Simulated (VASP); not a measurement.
Input of a VASP 6.6.1 run:

INCAR

```
AGGAC = 1.0
AGGAX = 1.0
ALDAC = 0.0
ALDAX = 1.0
ALGO = Normal
EDIFF = 1E-6
ENCUT = 600
GGA = B5
GGA_COMPAT = False
ISIF = 2
ISMEAR = 0
IVDW = 12
LASPH = True
LCHARG = True
LELF = True
LREAL = False
LVHAR = True
LWAVE = False
NBANDS = 11
NELM = 120
PREC = Accurate
SIGMA = 0.05
VDW_A1 = 0.4298
VDW_A2 = 4.2359
VDW_S6 = 1.0
VDW_S8 = 2.6996
```

The input KPOINTS:

```
k-points
0
Gamma
  8 8 8
```

Contents of POSCAR:

```
BeS
1.0
    0.0000000000      2.4309842953      2.4309842953
    2.4309842953      0.0000000000      2.4309842953
    2.4309842953      2.4309842953      0.0000000000
Be S
1 1
Direct
    0.0000000000      0.0000000000      0.0000000000
    0.7500000000      0.7500000000      0.7500000000
```

Potentials or basis: VASP PAW PBE potentials, release 64 (Be, S).

The run is started by

```console
$ cat potpaw_PBE.64/Be/POTCAR potpaw_PBE.64/S/POTCAR > POTCAR
$ mpirun -np 1 vasp_std > vasp.out
```

Task: Estimate the pressure.

Result: -4.0 GPa.

Task: Predict the band gap on the k mesh.

Result: 3.42 eV, indirect (least direct gap 5.79 eV).

Task: Predict the dispersion energy per atom.

Result: -0.625 eV.

Caveat: the PAW data sets were made with another functional, which shifts forces and pressure a little. A k mesh can miss the band edges.
